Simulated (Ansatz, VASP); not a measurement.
AlAu2 in VASP and in Ansatz

The input INCAR:

```
SYSTEM = AlAu2
ALGO     = Fast           ! electronic algorithm
EDIFF    = 1E-6           ! SCF threshold, eV
ENCUT    = 520            ! plane-wave cutoff, eV
GGA      = CA             ! functional
ISIF     = 2              ! what is computed and relaxed
ISMEAR   = 0              ! smearing method
LASPH    = .True.         ! aspherical terms in the spheres
LCHARG   = .False.        ! write CHGCAR
LREAL    = .False.        ! projectors in reciprocal space
LWAVE    = .False.        ! write WAVECAR
NBANDS   = 20             ! bands
NELM     = 100            ! most SCF steps
PREC     = Accurate       ! precision mode
SIGMA    = 0.15           ! smearing width, eV
```

File KPOINTS:

```
k-points
0
Gamma
  16 16 16
  0 0 0
```

File POSCAR:

```
AlAu2
1.0
   -1.6523234788      1.6523234788      4.0978500000
    1.6523234788     -1.6523234788      4.0978500000
    1.6523234788      1.6523234788     -4.0978500000
Al Au
1 2
Direct
    0.0000000000      0.0000000000      0.0000000000
    0.6570428093      0.6570428093      0.0000000000
    0.3429571907      0.3429571907      0.0000000000
```

Input for Ansatz:

```yaml
crystal:
  lattice:
    - [-1.6523234788, 1.6523234788, 4.09785]
    - [1.6523234788, -1.6523234788, 4.09785]
    - [1.6523234788, 1.6523234788, -4.09785]
  atoms:
    - { symbol: Al, position: [0.0, 0.0, 0.0] }
    - { symbol: Au, position: [0.6570428093, 0.6570428093, 0.0] }
    - { symbol: Au, position: [0.3429571907, 0.3429571907, 0.0] }
basis:
  ecutwfc: 420
kpoints:
  mp_grid: { grid: [16, 16, 16] }
hamiltonian:
  xc: lda
scf:
  occupations: { method: gaussian, width: 0.15 }
output:
  forces: true
  stress: true
  eigenvalues: true
```

Alike in both runs: task single point; functional LDA; k mesh 16 × 16 × 16; occupations gaussian, width 0.15 eV; no spin polarisation.

```csv
,VASP,Ansatz
version,VASP 6.6.1,Ansatz 0.2.0
potentials or method,"VASP PAW LDA potentials, release 64 (Al, Au), cutoff 520 eV","scalar-relativistic, plane waves, PAW"
valence electrons in the cell,25,41
```

|  | VASP | Ansatz | Ansatz less VASP |
| --- | --- | --- | --- |
| gap on the k mesh at the Fermi level (eV) | none | none | - |
| pressure (GPa) | 13.1 | 12.6 | -0.50 |
| traceless stress, the component that is largest in VASP (GPa) | 7.46 | 7.29 | -0.171 |
| rms of the force components (eV/Å) | 0.419 | 0.412 | -0.0070 |

LDA's correlation is that of Perdew and Zunger in VASP and of Perdew and Wang (1992) in Ansatz. Atom by atom the forces differ by 0.007 eV/Å (rms over components). A gap of «none» marks a metal or a gap that the smearing closes. VASP's potentials hold 25 valence electrons a cell and Ansatz's 41, so a difference there can come from the potentials and not from the codes.

Spin-orbit coupling is off throughout.
